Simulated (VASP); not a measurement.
Input of a VASP 6.6.1 run:

The input INCAR:

```
PREC = Accurate
ENCUT = 520
EDIFF = 1E-6
ISMEAR = 0
SIGMA = 0.01
LREAL = False
LASPH = True
NELM = 60
ALGO = Normal
ISIF = 2
LWAVE = False
LCHARG = False
GGA = PE
IBRION = 2
NSW = 50
EDIFFG = -0.01
```

The input KPOINTS:

```
Automatic mesh
0
Gamma
  8 8 8
```

Contents of POSCAR:

```
CaB6
1.0
    4.0630610948      0.0000000000      0.0000000000
    0.0000000000      4.0630610948      0.0000000000
    0.0000000000      0.0000000000      4.0630610948
Ca B
1 6
Direct
    0.5000000000      0.5000000000      0.5000000000
    0.0000000000      0.0000000000      0.2987399726
    0.0000000000      0.0000000000      0.7012600274
    0.2987399726      0.0000000000      0.0000000000
    0.7012600274      0.0000000000      0.0000000000
    0.0000000000      0.2987399726      0.0000000000
    0.0000000000      0.7012600274      0.0000000000
```

Potentials or basis: VASP PAW PBE potentials, release 64 (Ca_sv, B).

The run is started by

```bash
$ cat potpaw_PBE.64/Ca_sv/POTCAR potpaw_PBE.64/B/POTCAR > POTCAR
$ mpirun -np 1 vasp_std > vasp.out
```

(1) What does it give for the band gap on the k mesh?

(2) Predict the energy gained by relaxing.

## Answers

(1) 0.02 eV.

(2) 0.2 meV/atom.
